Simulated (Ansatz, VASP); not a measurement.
# Two plane-wave programs on HfO2

```
Hf O
1.0
     5.21946    0.00000    0.00000
     0.00000    5.00476    0.00000
     0.00000    0.00000    5.03269
Hf O
4 8
Direct
  0.96699 0.73252 0.74144
  0.53301 0.73252 0.24144
  0.46699 0.26748 0.74144
  0.03301 0.26748 0.24144
  0.63213 0.92865 0.87927
  0.86787 0.92865 0.37927
  0.23395 0.53988 0.49229
  0.26605 0.53988 0.99229
  0.76605 0.46012 0.99229
  0.73395 0.46012 0.49229
  0.13213 0.07135 0.87927
  0.36787 0.07135 0.37927
```

Alike in both runs: functional r2SCAN; k mesh 5 × 6 × 5; occupations fermi-dirac, width 0.05 eV; no spin polarisation.

|  | VASP | Ansatz |
| --- | --- | --- |
| version | VASP 6.6.1 | Ansatz 0.2.0 |
| potentials or method | VASP PAW PBE potentials, release 64 (Hf_pv, O) | Ansatz PAW |
| plane-wave cutoff (eV) | 520 | 500 |
| valence electrons in the cell | 88 | 152 |
| task | single point | band structure |

VASP gave:

* gap on the k mesh at the Fermi level (eV): 4.96
* least direct gap on the mesh (eV): 5.17
* pressure (GPa): 0.3
* traceless stress, the component that is largest in VASP (GPa): -0.05
* rms of the force components (eV/Å): 0.006

**Question.** What did Ansatz give for the same quantities?

**Answer.** gap on the k mesh at the Fermi level (eV): 5.00; least direct gap on the mesh (eV): 5.21; pressure (GPa): 4.0; traceless stress, the component that is largest in VASP (GPa): 0.01; rms of the force components (eV/Å): 0.030.

VASP's potentials were made for PBE, not for r2SCAN. Atom by atom the forces differ by 0.031 eV/Å (rms over components). The functional is the same, so the differences come from potentials, cutoffs and numerics. VASP's potentials hold 88 valence electrons a cell and Ansatz's 152, so a difference there can come from the potentials and not from the codes.

Spin-orbit coupling is off throughout.
